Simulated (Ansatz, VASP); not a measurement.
**CdSe: VASP beside Ansatz**

```
Cd Se
1.0
     4.30214    0.00000    0.00000
    -2.15107    3.72576    0.00000
     0.00000    0.00000    7.02146
Cd Se
2 2
Direct
  0.33333 0.66667 0.97217
  0.66667 0.33333 0.47217
  0.33333 0.66667 0.40383
  0.66667 0.33333 0.90383
```

Change from the starting cell: polar distortion scaled by 0.55.

Alike in both runs: task single point; functional LDA; k mesh 9 × 9 × 6; no spin polarisation.

|  | VASP | Ansatz |
| --- | --- | --- |
| version | VASP 6.6.1 | Ansatz 0.2.0 |
| potentials or method | VASP PAW LDA potentials, release 64 (Cd, Se), cutoff 520 eV | scalar-relativistic, plane waves, PAW |
| occupations | gaussian, width 0.01 eV | fixed |
| valence electrons in the cell | 36 | 72 |

|  | VASP | Ansatz | Ansatz less VASP |
| --- | --- | --- | --- |
| gap on the k mesh at the Fermi level (eV) | 0.67 | 0.64 | -0.028 |
| least direct gap on the mesh (eV) | 0.68 | 0.64 | -0.030 |
| pressure (GPa) | 0.4 | -0.1 | -0.49 |
| traceless stress, the component that is largest in VASP (GPa) | -4.23 | -3.89 | +0.336 |
| rms of the force components (eV/Å) | 0.423 | 0.407 | -0.0166 |

Ansatz warns that its potentials were made for another functional, while VASP's fit it. LDA's correlation is that of Perdew and Zunger in VASP and of Perdew and Wang (1992) in Ansatz. Atom by atom the forces differ by 0.017 eV/Å (rms over components). VASP's potentials hold 36 valence electrons a cell and Ansatz's 72, so a difference there can come from the potentials and not from the codes.
